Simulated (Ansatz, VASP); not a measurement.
# PtS2: VASP beside Ansatz

```xyz
6
Lattice="3.5415 0.0000 0.0000 -1.7708 3.0671 0.0000 0.0000 0.0000 22.4671" Properties=species:S:1:pos:R:3 pbc="T T T"
S     1.7708    1.0224    4.5000
S     0.0000    2.0447    6.9835
S     0.8854    2.5559   10.8235
S    -0.8854    3.5782   13.3071
Pt    0.0000    0.0000    5.7418
Pt   -0.8854    1.5335   12.0653
```

Alike in both runs: task single point; functional PBE; dispersion D3(BJ); k mesh 9 × 9 × 1; occupations gaussian, width 0.05 eV; no spin polarisation.

|  | VASP | Ansatz |
| --- | --- | --- |
| version | VASP 6.6.1 | Ansatz 0.2.0 |
| potentials or method | VASP PAW PBE potentials, release 64 (S, Pt), cutoff 520 eV | scalar-relativistic, plane waves, PAW |
| valence electrons in the cell | 44 | 60 |

VASP gave:

* gap on the k mesh at the Fermi level (eV): 1.59
* least direct gap on the mesh (eV): 1.68
* rms of the force components (eV/Å): 0.022

Question: What did Ansatz give for the same quantities?

Answer: gap on the k mesh at the Fermi level (eV): 1.59; least direct gap on the mesh (eV): 1.67; rms of the force components (eV/Å): 0.023.

VASP's potentials hold 44 valence electrons a cell and Ansatz's 60, so a difference there can come from the potentials and not from the codes.

Neither program's run includes spin-orbit coupling.
